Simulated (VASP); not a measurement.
C, 2 atoms in the cell. Symmetry: Fmmm, No. 69, orthorhombic system. The conventional cell has a = 2.456 Å, b = 4.254 Å, c = 6.696 Å, α = 90.00°, β = 90.00°, γ = 90.00°. C (site symmetry m2m) has 3 C at 1.42 Å within 1.9 Å. 

```yaml
Program: VASP 6.6.1
Task: single point
Functional: r2SCAN
Potentials_or_basis: VASP PAW PBE potentials, release 64 (C)
Cutoff: 520 eV
k_mesh: 4 × 4 × 4
Occupations: methfessel-paxton, width 0.1 eV
Spin: no spin polarisation
Dipole_correction: no
Further_INCAR_settings: ALGO = Normal; EDIFF = 1e-06; NBANDS = 11
```

Potentials or basis: VASP PAW PBE potentials, release 64 (C).

Launch:

```console
$ cat potpaw_PBE.64/C/POTCAR > POTCAR
$ cp INCAR.step1 INCAR
$ mpirun -np 1 vasp_std > vasp.out
$ cp INCAR.step2 INCAR
$ mpirun -np 1 vasp_std > vasp.out
```

Hardware: 1 thread of Intel(R) Xeon(R) Platinum 8488C (Sapphire Rapids), with other jobs on the host.

Estimate the wall time of this run.

It took 13 s on 1 thread of Intel(R) Xeon(R) Platinum 8488C (Sapphire Rapids), with other jobs on the host, peak memory 0.13 GiB. Counts: k points 18.
